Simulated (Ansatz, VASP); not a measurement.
**One calculation of Al, two programs**

File POSCAR:

```
Al
1.0
    2.8124553515      0.0000000000      0.0000000000
   -1.4062276757      2.4356577814      0.0000000000
    0.0000000000      0.0000000000      4.8668500000
Al
2
Direct
    0.3333333333      0.6666666667      0.2500000000
    0.6666666667      0.3333333333      0.7500000000
```

Contents of INCAR.step1:

```
SYSTEM = Al
PREC = Accurate
ENCUT = 520
EDIFF = 1E-5
ISMEAR = -1
SIGMA = 0.05
LREAL = .FALSE.
LASPH = .TRUE.
NELM = 60
ALGO = Normal
ISIF = 2
LWAVE = .TRUE.
LCHARG = .FALSE.
GGA = PE
NBANDS = 10
```

Contents of INCAR.step2:

```
SYSTEM = Al
PREC = Accurate
ENCUT = 520
EDIFF = 1E-6
ISMEAR = -1
SIGMA = 0.05
LREAL = .FALSE.
LASPH = .TRUE.
NELM = 60
ALGO = Normal
ISIF = 2
LWAVE = .FALSE.
LCHARG = .FALSE.
METAGGA = R2SCAN
LHFCALC = .TRUE.
AEXX = 0.25
LMIXTAU = .TRUE.
PRECFOCK = Normal
ISTART = 1
NBANDS = 10
```

KPOINTS

```
Automatic mesh
0
G
  6 6 3
  0 0 0
```

File input.yaml:

```yaml
crystal:
  lattice:
    - [2.8124553515, 0.0, 0.0]
    - [-1.4062276757, 2.4356577814, 0.0]
    - [0.0, 0.0, 4.86685]
  atoms:
    - { symbol: Al, position: [0.3333333333, 0.6666666667, 0.25] }
    - { symbol: Al, position: [0.6666666667, 0.3333333333, 0.75] }
hamiltonian:
  xc: r2scan0
  pseudopotentials: { kind: paw }
kpoints:
  mp_grid: { grid: [6, 6, 3] }
scf:
  occupations: { method: fermi_dirac, width: 0.05 }
  n_extra_bands: 6
output:
  forces: true
  stress: true
  eigenvalues: true
  dos: { projected: true, de: 0.05 }
```

Alike in both runs: functional r2SCAN0; k mesh 6 × 6 × 3; occupations fermi-dirac, width 0.05 eV; no spin polarisation.

|  | VASP | Ansatz |
| --- | --- | --- |
| version | VASP 6.6.1 | Ansatz 0.2.0 |
| potentials or method | VASP PAW PBE potentials, release 64 (Al) | Ansatz PAW |
| plane-wave cutoff (eV) | 520 | 500 |
| valence electrons in the cell | 6 | 6 |
| task | single point | projected density of states |

|  | VASP | Ansatz | Ansatz less VASP |
| --- | --- | --- | --- |
| gap on the k mesh at the Fermi level (eV) | none | none | - |
| pressure (GPa) | -0.8 | -0.5 | +0.21 |
| traceless stress, the component that is largest in VASP (GPa) | -7.13 | -7.33 | -0.198 |

VASP's potentials were made for PBE, not for r2SCAN0. A gap of «none» marks a metal or a gap that the smearing closes.

The k mesh is coarse, so the values compare programs but aren't converged.
